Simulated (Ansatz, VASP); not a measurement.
**Zn in VASP and in Ansatz**

```xyz
2
Lattice="2.7099 0.0000 0.0000 -1.3550 2.3469 0.0000 0.0000 0.0000 4.9849" Properties=species:S:1:pos:R:3 pbc="T T T"
Zn    0.0000    1.5646    1.2462
Zn    1.3550    0.7823    3.7387
```

Alike in both runs: task single point; functional PBEsol; k mesh 23 × 23 × 11; occupations fermi-dirac, width 0.1 eV; no spin polarisation.

|  | VASP | Ansatz |
| --- | --- | --- |
| version | VASP 6.6.1 | Ansatz 0.2.0 |
| potentials or method | VASP PAW PBE potentials, release 64 (Zn), cutoff 520 eV | plane waves (420 eV) with PAW, scalar-relativistic |
| valence electrons in the cell | 24 | 24 |

```csv
,VASP,Ansatz,Ansatz less VASP
pressure (GPa),-7.4,-7.7,-0.29
"traceless stress, the component that is largest in VASP (GPa)",1.65,1.77,+0.115
```

VASP's potentials were made for PBE, not for PBEsol, and Ansatz warns of the same on its side.
